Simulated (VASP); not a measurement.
# Ta in VASP: a series of runs, part 2 of 2

VASP 6.6.1.

**3. Single point, PBE**

INCAR reads:

```
SYSTEM = Ta
ALGO = Normal ; EDIFF = 1E-6
ENCUT = 520 ; GGA = PE
ISIF = 2 ; ISMEAR = 1
LASPH = .True. ; LCHARG = .True.
LELF = .True. ; LREAL = .False.
LVHAR = .True. ; LWAVE = .False.
NBANDS = 48 ; NELM = 60
PREC = Accurate ; SIGMA = 0.15
```

KPOINTS reads:

```
k-points
0
Gamma
  5 5 1
  0 0 0
```

POSCAR reads:

```
Ta
1.0
   -2.8931830000      0.0000000000      0.0000000000
    0.9092250000      2.6683060000      0.0000000000
    0.0000000000      0.0000000000    -24.5713040000
Ta
7
Direct
    0.6709641818      0.0837220319      0.9455478228
    0.1783043175      0.5328043335      0.8540511729
    0.7287702064      0.2649988420      0.7537916995
    0.1888078483      0.8244028234      0.6737239098
    0.6498655117      0.3039894975      0.5765658591
    0.2672900173      0.7860297882      0.4734320572
    0.6187191872      0.2875491042      0.3575784582
```

Potentials or basis: VASP PAW PBE potentials, release 64 (Ta_pv).

Started as:

```
cat potpaw_PBE.64/Ta_pv/POTCAR > POTCAR
mpirun -np 1 vasp_std > vasp.out
```

OUTCAR:

```text
SYSTEM = Ta
   EDIFF = 1E-6
   ENCUT = 520
   GGA = PE
   ISIF = 2
   ISMEAR = 1
   LASPH = .True.
   LREAL = .False.
   NELM = 60
   PREC = Accurate

 ion  position               nearest neighbor table
   1  0.671  0.084  0.946-   2 2.76   2 2.84   2 3.14   2 3.33
   2  0.178  0.533  0.854-   1 2.76   3 2.77   1 2.84   1 3.14   3 3.15   3 3.28   1 3.33
   3  0.729  0.265  0.754-   4 2.57   4 2.60   2 2.77   4 2.87   2 3.15   4 3.22   2 3.28
   4  0.189  0.824  0.674-   3 2.57   3 2.60   5 2.85   3 2.87   5 2.97   3 3.22   5 3.30   5 3.36

   5  0.650  0.304  0.577-   4 2.85   6 2.96   4 2.97   6 3.15   6 3.23   4 3.30   4 3.36
   6  0.267  0.786  0.473-   5 2.96   5 3.15   7 3.20   5 3.23   7 3.45   7 3.47
   7  0.619  0.288  0.358-   6 3.20   6 3.45   6 3.47

  Warning from LATTYP: Monoclinic adjustment (A1->A3, A2->A1, A3->A2)!
  LATTYP: Found a simple monoclinic cell.
 ALAT       =     2.8189620448
 B/A-ratio  =     8.7164366207
 C/A-ratio  =     1.0263291786
 COS(beta)  =    -0.3225389294

  Lattice vectors:

 A1 = (   0.9092250000,   2.6683060000,   0.0000000000)
 A2 = (   0.0000000000,   0.0000000000, -24.5713040000)
 A3 = (  -2.8931830000,   0.0000000000,   0.0000000000)

Analysis of symmetry for initial positions (statically):
=====================================================================
 Subroutine PRICEL returns:
 Original cell was already a primitive cell.

 Routine SETGRP: Setting up the symmetry group for a
 simple monoclinic supercell.

 Subroutine GETGRP returns: Found  1 space group operations
 (whereof  1 operations were pure point group operations)
 out of a pool of  4 trial point group operations.

The static configuration has the point symmetry C_1 .

Analysis of symmetry for dynamics (positions and initial velocities):
=====================================================================
 Subroutine PRICEL returns:
 Original cell was already a primitive cell.

 Routine SETGRP: Setting up the symmetry group for a
 simple monoclinic supercell.

 Subroutine GETGRP returns: Found  1 space group operations
 (whereof  1 operations were pure point group operations)
 out of a pool of  4 trial point group operations.

The dynamic configuration has the point symmetry C_1 .

 Subroutine INISYM returns: Found  1 space group operations
 (whereof  1 operations are pure point group operations),
 and found     1 'primitive' translations

----------------------------------------------------------------------------------------

                                     Primitive cell

  volume of cell :     189.6879

  direct lattice vectors                    reciprocal lattice vectors
    -2.893183000  0.000000000  0.000000000    -0.345640079  0.117776822  0.000000000
     0.909225000  2.668306000  0.000000000     0.000000000  0.374769610  0.000000000
     0.000000000  0.000000000-24.571304000     0.000000000  0.000000000 -0.040697881

  length of vectors
     2.893183000  2.818962045 24.571304000     0.365155369  0.374769610  0.040697881

  position of ions in fractional coordinates (direct lattice)
     0.670964182  0.083722032  0.945547823
     0.178304318  0.532804334  0.854051173
     0.728770206  0.264998842  0.753791699
     0.188807848  0.824402823  0.673723910
     0.649865512  0.303989497  0.576565859
[... 49 lines left out ...]
  0.000000  0.400000  0.000000      2.000000
  0.200000  0.400000  0.000000      2.000000
  0.400000  0.400000  0.000000      2.000000
 -0.400000  0.400000  0.000000      2.000000
 -0.200000  0.400000  0.000000      2.000000
   k-points           NKPTS =     13   k-points in BZ     NKDIM =     13   number of bands    NBANDS=     48
   number of dos      NEDOS =    301   number of ions     NIONS =      7
   total plane-waves  NPLWV = 110592
   dimension x,y,z NGX =    24 NGY =   24 NGZ =  192
   dimension x,y,z NGXF=    48 NGYF=   48 NGZF=  384
   ions per type =               7
   NGX,Y,Z   is equivalent  to a cutoff of  13.79, 14.15, 12.99 a.u.
   NGXF,Y,Z  is equivalent  to a cutoff of  27.58, 28.31, 25.98 a.u.
 SYSTEM =  Ta
   PREC   = accura    normal or accurate (medium, high low for compatibility)
   ISTART =      0    job   : 0-new  1-cont  2-samecut
   ICHARG =      2    charge: 1-file 2-atom 10-const
   ISPIN  =      1    spin polarized calculation?
   LNONCOLLINEAR =      F non collinear calculations
   LSORBIT =      F    spin-orbit coupling
   LASPH  =      T    aspherical Exc in radial PAW
   ENCUT  =  520.0 eV  38.22 Ry    6.18 a.u.   5.38  5.24 45.69*2*pi/ulx,y,z
   NELM   =     60;   NELMIN=  2; NELMDL= -5     # of ELM steps
   EDIFF  = 0.1E-05   stopping-criterion for ELM
   LREAL  =      F    real-space projection
   EDIFFG = 0.1E-04   stopping-criterion for IOM
   NSW    =      0    number of steps for IOM
   IBRION =     -1    ionic relax: 0-MD 1-quasi-New 2-CG
   NFREE  =      0    steps in history (QN), initial steepest desc. (CG)
   ISIF   =      2    stress and relaxation
   ISYM   =      2    0-nonsym 1-usesym 2-fastsym
   POTIM  = 0.5000    time-step for ionic-motion
   TEBEG  =    0.0;   TEEND  =   0.0 temperature during run
   PSTRESS=    0.0 pullay stress
   NELECT =      77.0000    total number of electrons
   NUPDOWN=      -1.0000    fix difference up-down
   EMIN   =  10.00;   EMAX   =-10.00  energy-range for DOS
   EFERMI =   0.00;   METHOD = LEGACY
   ISMEAR =     1;   SIGMA  =   0.15  broadening in eV -4-tet -1-fermi 0-gaus
   EFERMI_NEDOS =   21; number of points for ismear=-14 and -15
   IALGO  =     38    algorithm
   IMIX   =      4    mixing-type and parameters
     AMIX     =   0.40;   BMIX     =  1.00
     AMIX_MAG =   1.60;   BMIX_MAG =  1.00
  volume/ion in A,a.u.               =      27.10       182.87
  Fermi-wavevector in a.u.,A,eV,Ry     =   1.212156  2.290643 19.991340  1.469322
  Thomas-Fermi vector in A             =   2.347649
   LORBIT       =      0    0 simple, 1 ext, 2 COOP (PROOUT), +10 PAW based schemes
   GGA     = PE    functional components
   LHFCALC =     F    Hartree Fock is set to
   AEXX    =    0.0000 exact exchange contribution
   IVDW    =     0    specifies the selected vdW correction
   LEPSILON=     F    determine dielectric tensor
   LRPA    =     F    only Hartree local field effects (RPA)
 non-spin polarized calculation
 Methfessel and Paxton  Order N= 1 SIGMA  =   0.15
  energy-cutoff  :      520.00
  volume of cell :      189.69
 maximum number of plane-waves:      5128
 NGX is ok and might be reduce to    24
   NGX = 11   NGY = 11   NGZ = 91

 number of electron      77.0000000 magnetization

 Free energy of the ion-electron system (eV)
  ---------------------------------------------------
  ext. energy  EPLUGINS =         0.00000000
  ---------------------------------------------------
  free energy    TOTEN  =       -78.78304593 eV

  energy without entropy =      -78.77800798  energy(sigma->0) =      -78.78136662

 E-fermi :   2.3275     XC(G=0):  -9.3319

 val. band max:        2.3042268907   @ k =   0.0000   0.0000   0.0000
 cond. band min:       2.3422849760   @ k =   0.2000   0.0000   0.0000
 fundamental gap:      0.0380580853
 Fermi energy:         2.3275429843

 k-point     1 :       0.0000    0.0000    0.0000
  band No.  band energies     occupation
      1     -32.2183      2.00000
      2     -32.1484      2.00000
      3     -31.9931      2.00000
      4     -31.8802      2.00000
      5     -31.6342      2.00000
      6     -31.5239      2.00000
[... 652 lines left out ...]
     47       4.6286     -0.00000
     48       4.8259     -0.00000

------------------------ aborting loop because EDIFF is reached ----------------------------------------

  FORCE on cell =-STRESS in cart. coord.  units (eV):
  Direction    XX          YY          ZZ          XY          YZ          ZX
  --------------------------------------------------------------------------------------
  -------------------------------------------------------------------------------------
  Total       -3.2212233     -1.3282060      0.6672118      1.5009133     -0.4174876     -0.5944915
  in kB      -27.2076903    -11.2185386      5.6355276     12.6772909     -3.5262607     -5.0213035
  external PRESSURE =     -10.9302337 kB  Pullay stress =       0.0000000 kB

 VOLUME and BASIS-vectors are now :
 -----------------------------------------------------------------------------
  energy-cutoff  :      520.00
  volume of cell :      189.69
      direct lattice vectors                 reciprocal lattice vectors
    -2.893183000  0.000000000  0.000000000    -0.345640079  0.117776822  0.000000000
     0.909225000  2.668306000  0.000000000     0.000000000  0.374769610  0.000000000
     0.000000000  0.000000000-24.571304000     0.000000000  0.000000000 -0.040697881

 POSITION                                       TOTAL-FORCE (eV/Angst)
 -----------------------------------------------------------------------------------
     -1.86510      0.22340    -23.23334        -0.031007     -0.475583     -0.310443
     -0.03143      1.42168    -20.98515        -0.142762      1.029363      0.349788
     -1.86752      0.70710    -18.52165         0.496891     -0.345517     -3.055695
      0.20331      2.19976    -16.55427        -0.125742     -0.355921      3.044410
     -1.60378      0.81114    -14.16697        -0.454347      0.286559      0.525306
     -0.05864      2.09737    -11.63284         0.479972     -0.241574      0.973648
     -1.52862      0.76727     -8.78617        -0.223004      0.102673     -1.527014
 -----------------------------------------------------------------------------------
    total drift:                                0.000016      0.000413     -0.001005

  FREE ENERGIE OF THE ION-ELECTRON SYSTEM (eV)
  ---------------------------------------------------
  free  energy   TOTEN  =       -78.7830459339 eV

  energy  without entropy=      -78.7780079832  energy(sigma->0) =      -78.78136662
```

Wall time 5.4 min (1 thread of Intel Xeon Platinum 8259CL at 2.50GHz (Skylake/Cascade Lake), shared host); peak memory 0.36 GiB.

Results:

```
Free energy            : -78.7830 eV
Largest force          : 3.115 eV/Å
Band gap on the k mesh : zero (an odd number of electrons rules out a gap without spin polarisation)
```

Forces on the atoms (eV/Å):
```
Ta  -0.031 -0.476 -0.310
Ta  -0.143  1.029  0.350
Ta   0.497 -0.346 -3.056
Ta  -0.126 -0.356  3.044
Ta  -0.454  0.287  0.525
Ta   0.480 -0.242  0.974
Ta  -0.223  0.103 -1.527
```

Caveat: the k points lie up to 0.47 Å⁻¹ apart, too coarse for converged energies and pressures of a metal; there is no dipole correction, which matters where the two faces differ; spin-orbit coupling is left out, which moves the levels of the heavy elements.

**4. Single point, PBE**

INCAR reads:

```
SYSTEM = Ta
PREC = Accurate
ENCUT = 520
EDIFF = 1E-6
ISMEAR = 1
SIGMA = 0.15
LREAL = .FALSE.
LASPH = .TRUE.
NELM = 80
ALGO = Normal
ISIF = 2
LWAVE = .FALSE.
LCHARG = .FALSE.
GGA = PE
NBANDS = 48
```

KPOINTS reads:

```
Automatic mesh
0
G
  5 5 1
  0 0 0
```

POSCAR reads:

```
Ta
1.0
   -2.8931830000      0.0000000000      0.0000000000
    0.9092250000      2.6683060000      0.0000000000
    0.0000000000      0.0000000000    -24.5713040000
Ta
7
Direct
    0.6692391343      0.0829533794      0.9454095314
    0.1776616912      0.5274192690      0.8532107616
    0.7231222924      0.2711915350      0.7531030099
    0.1947070760      0.8321616786      0.6733418788
    0.6513731149      0.3067740357      0.5781024483
    0.2630699838      0.7849856801      0.4733964058
    0.6235475142      0.2780104681      0.3581269435
```

Potentials or basis: VASP PAW PBE potentials, release 64 (Ta_pv).

Started as:

```
cat potpaw_PBE.64/Ta_pv/POTCAR > POTCAR
mpirun -np 1 vasp_std > vasp.out
```

OUTCAR:

```text
SYSTEM = Ta
   PREC = Accurate
   ENCUT = 520
   EDIFF = 1E-6
   ISMEAR = 1
   LREAL = .FALSE.
   LASPH = .TRUE.
   NELM = 80
   ISIF = 2
   GGA = PE

 ion  position               nearest neighbor table
   1  0.669  0.083  0.945-   2 2.77   2 2.86   2 3.14   2 3.35
   2  0.178  0.527  0.853-   1 2.77   3 2.77   1 2.86   3 3.13   1 3.14   3 3.29   1 3.35
   3  0.723  0.271  0.753-   4 2.55   4 2.61   2 2.77   4 2.89   2 3.13   4 3.20   2 3.29
   4  0.195  0.832  0.673-   3 2.55   3 2.61   5 2.81   3 2.89   5 2.94   3 3.20   5 3.27   5 3.33

   5  0.651  0.307  0.578-   4 2.81   4 2.94   6 3.00   6 3.17   6 3.27   4 3.27   4 3.33
[... 865 lines left out ...]
  Total       -3.0967618     -1.2650688      0.9586201      1.6202610     -0.4610226     -0.4917043
  in kB      -26.1564403    -10.6852572      8.0968736     13.6853473     -3.8939739     -4.1531239
  external PRESSURE =      -9.5816079 kB  Pullay stress =       0.0000000 kB

 VOLUME and BASIS-vectors are now :
 -----------------------------------------------------------------------------
  energy-cutoff  :      520.00
  volume of cell :      189.69
      direct lattice vectors                 reciprocal lattice vectors
    -2.893183000  0.000000000  0.000000000    -0.345640079  0.117776822  0.000000000
     0.909225000  2.668306000  0.000000000     0.000000000  0.374769610  0.000000000
     0.000000000  0.000000000-24.571304000     0.000000000  0.000000000 -0.040697881

 POSITION                                       TOTAL-FORCE (eV/Angst)
 -----------------------------------------------------------------------------------
     -1.86081      0.22134    -23.22995        -0.048115     -0.483016     -0.251117
     -0.03446      1.40732    -20.96450        -0.096546      1.034021      0.258211
     -1.84555      0.72362    -18.50472         0.355094     -0.230338     -3.138108
      0.19330      2.22046    -16.54489         0.016893     -0.516385      2.933648
     -1.60562      0.81857    -14.20473        -0.466210      0.330680      0.915828
     -0.04738      2.09458    -11.63197         0.459528     -0.248847      0.794160
     -1.55126      0.74182     -8.79965        -0.220644      0.113886     -1.512623
 -----------------------------------------------------------------------------------
    total drift:                                0.000092      0.000025      0.000335

  FREE ENERGIE OF THE ION-ELECTRON SYSTEM (eV)
  ---------------------------------------------------
  free  energy   TOTEN  =       -78.7522081986 eV

  energy  without entropy=      -78.7493749939  energy(sigma->0) =      -78.75126380
```

stdout:

```text
POSCAR found type information on POSCAR Ta
 POSCAR found :  1 types and       7 ions
 scaLAPACK will be used
 LDA part: xc-table for (Slater+PW92), standard interpolation
 POSCAR, INCAR and KPOINTS ok, starting setup
 FFT: planning ... GRIDC
 FFT: planning ... GRID_SOFT
 FFT: planning ... GRID
 WAVECAR not read
 entering main loop
```

Wall time 7.3 min (1 thread of Intel Xeon Platinum 8259CL at 2.50GHz (Skylake/Cascade Lake), shared host); peak memory 0.36 GiB.

Results:

```yaml
Free_energy: -78.7522 eV
Largest_force: 3.167 eV/Å
Band_gap_on_the_k_mesh: zero (an odd number of electrons rules out a gap without spin polarisation)
```

Forces on the atoms (eV/Å):
```
Ta  -0.048 -0.483 -0.251
Ta  -0.097  1.034  0.258
Ta   0.355 -0.230 -3.138
Ta   0.017 -0.516  2.934
Ta  -0.466  0.331  0.916
Ta   0.460 -0.249  0.794
Ta  -0.221  0.114 -1.513
```

Levels at points of the mesh, in eV from the Fermi level:
```csv
k point,band 35,band 36,band 37,band 38,band 39,band 40,band 41,band 42,band 43,band 44
"(0.00, 0.00, 0.00)",-0.53,-0.44,-0.31,-0.08,-0.01,0.10,0.65,0.85,0.99,1.62
```

Caveat: the k points lie up to 0.47 Å⁻¹ apart, too coarse for converged energies and pressures of a metal; there is no dipole correction, which matters where the two faces differ; spin-orbit coupling is left out, which moves the levels of the heavy elements.

**5. The runs side by side**

| cell | gap on the mesh (eV) | largest force (eV/Å) |
| --- | --- | --- |
| as given, atomic positions A | none | 2.99 |
| as given, atomic positions B | none | 3.12 |
| as given, atomic positions C | none | 3.17 |

Alike in all rows: task single point; level PBE; potentials or basis VASP PAW PBE potentials, release 64 (Ta_pv); no spin polarisation; k mesh 5 × 5 × 1; cutoff (eV) 520; smearing methfessel-paxton 0.15 eV.

Caveats: all runs use coarse meshes; there is no dipole correction, which matters where the two faces differ; spin-orbit coupling is left out, which moves the levels of the heavy elements.

Absolute energies hang on the potentials; compare differences alone.

The gap in the log of VASP goes by the Fermi energy; the results here count the filled bands.